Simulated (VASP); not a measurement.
**BaBr: relaxation of cell and atoms with PBE**

Crystal: BaBr.

```
CELL_PARAMETERS angstrom
4.04666 0.00000 0.00000
0.00000 4.04666 0.00000
0.00000 0.00000 4.06364
ATOMIC_POSITIONS crystal
Ba 0.00000 0.00000 0.00000
Br 0.50000 0.50000 0.50000
```

The cell was generated, and may not be a known phase.

```yaml
Program: VASP 6.6.1
Task: relaxation of cell and atoms
Functional: PBE
Potentials_or_basis: VASP PAW PBE potentials, release 64 (Ba_sv, Br)
Cutoff: 600 eV
k_mesh: 14 × 14 × 14
Occupations: gaussian, width 0.1 eV
Spin: no spin polarisation
Dipole_correction: no
Further_INCAR_settings: ALGO = Normal; EDIFF = 1e-07; IBRION = 2; EDIFFG = -0.01; NSW = 100; ISIF = 3
```

```json
{
 "Relaxed volume": "34.01 Å³/atom",
 "Relaxed cell": "a = 4.078 Å, b = 4.078 Å, c = 4.091 Å, α = 90.00°, β = 90.00°, γ = 90.00°",
 "Space group after relaxing (to 0.1 Å)": "Pm-3m (No. 221)",
 "Energy gained by relaxing": "1.0 meV/atom",
 "Ionic steps": "3",
 "Pressure after relaxing": "0.0 GPa",
 "Band gap on the k mesh": "zero (an odd number of electrons rules out a gap without spin polarisation)"
}
```

The path:
| step | energy change (eV) | largest force (eV/Å) | pressure (GPa) | volume (Å³) |
| --- | --- | --- | --- | --- |
| 1 | 0.0000 | 0.0000 | 0.44 | 66.54 |
| 2 | -0.0017 | 0.0000 | 0.17 | 67.42 |
| 3 | -0.0020 | 0.0000 | -0.01 | 68.02 |

Final structure:
```
Ba Br
1.0
     4.07768    0.00000    0.00000
     0.00000    4.07768    0.00000
     0.00000    0.00000    4.09055
Ba Br
1 1
Direct
  0.00000 0.00000 0.00000
  0.50000 0.50000 0.50000
```

Levels at points of the mesh, in eV from the Fermi level:
```tsv
k point	band 5	band 6	band 7	band 8	band 9	band 10	band 11	band 12
(0.00, 0.00, 0.00)	-14.45	-5.05	-5.03	-5.03	-1.07	-1.06	-0.83	3.40
(0.50, 0.00, 0.00)	-14.37	-6.81	-5.30	-5.28	-0.14	2.00	2.60	3.31
(0.50, 0.50, 0.00)	-14.32	-5.90	-5.90	-4.96	-0.65	-0.02	1.48	1.48
(0.00, 0.00, 0.50)	-14.37	-6.80	-5.28	-5.28	-0.15	1.98	2.59	3.32
(0.50, 0.00, 0.50)	-14.31	-5.90	-5.89	-4.95	-0.66	0.01	1.51	1.52
(0.50, 0.50, 0.50)	-14.86	-6.58	-6.58	-6.57	3.10	3.12	3.12	3.69
```

Run time: 2.2 min on 1 thread of Intel(R) Xeon(R) 6975P-C (Granite Rapids) (shared host), peak memory 0.47 GiB.

Caveat: spin-orbit coupling is left out, which moves the levels of the heavy elements; an odd number of electrons without spin polarisation forces a metal; a magnetic or distorted state may lie lower.
